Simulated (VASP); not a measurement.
Here is a VASP 6.6.1 calculation.

INCAR

```
SYSTEM = KB3H8
ALGO = Normal ; EDIFF = 1E-7
ENCUT = 520 ; GGA = PE
ISIF = 2 ; ISMEAR = -1
LASPH = .True. ; LCHARG = .True.
LELF = .True. ; LREAL = Auto
LVHAR = .True. ; LWAVE = .False.
NBANDS = 44 ; NELM = 100
PREC = Accurate ; SIGMA = 0.02
```

KPOINTS

```
k-points
0
Gamma
  4 4 4
  0 0 0
```

Contents of POSCAR:

```
KB3H8
1.0
    3.8187913253     -4.0404533177      0.0000000000
    3.8187913253      4.0404533177      0.0000000000
    0.0000000000      0.0000000000      8.1533600148
K B H
2 6 16
Direct
    0.6597996846      0.3402003154      0.7500000000
    0.3402003154      0.6597996846      0.2500000000
    0.2793455734      0.7206544266      0.6397939323
    0.7206544266      0.2793455734      0.1397939323
    0.7206544266      0.2793455734      0.3602060677
    0.2793455734      0.7206544266      0.8602060677
    0.0896773688      0.9103226312      0.7500000000
    0.9103226312      0.0896773688      0.2500000000
    0.2054832208      0.5255926685      0.5882476233
    0.7945167792      0.4744073315      0.0882476233
    0.5255926685      0.2054832208      0.4117523767
    0.4744073315      0.7945167792      0.9117523767
    0.7945167792      0.4744073315      0.4117523767
    0.2054832208      0.5255926685      0.9117523767
    0.4744073315      0.7945167792      0.5882476233
    0.5255926685      0.2054832208      0.0882476233
    0.1362548240      0.8637451760      0.5763723159
    0.8637451760      0.1362548240      0.0763723159
    0.8637451760      0.1362548240      0.4236276841
    0.1362548240      0.8637451760      0.9236276841
    0.8753000562      0.8579266788      0.7500000000
    0.1246999438      0.1420733212      0.2500000000
    0.8579266788      0.8753000562      0.2500000000
    0.1420733212      0.1246999438      0.7500000000
```

Potentials or basis: VASP PAW PBE potentials, release 64 (K_sv, B, H).

Launch:

```console
$ cat potpaw_PBE.64/K_sv/POTCAR potpaw_PBE.64/B/POTCAR potpaw_PBE.64/H/POTCAR > POTCAR
$ mpirun -np 1 vasp_std > vasp.out
```

(1) Estimate the band gap on the k mesh.

(2) Predict the largest force.

(3) Estimate the pressure.

Answers

(1) 5.76 eV (least direct gap 5.93 eV).

(2) 0.019 eV/Å.

(3) -0.1 GPa.
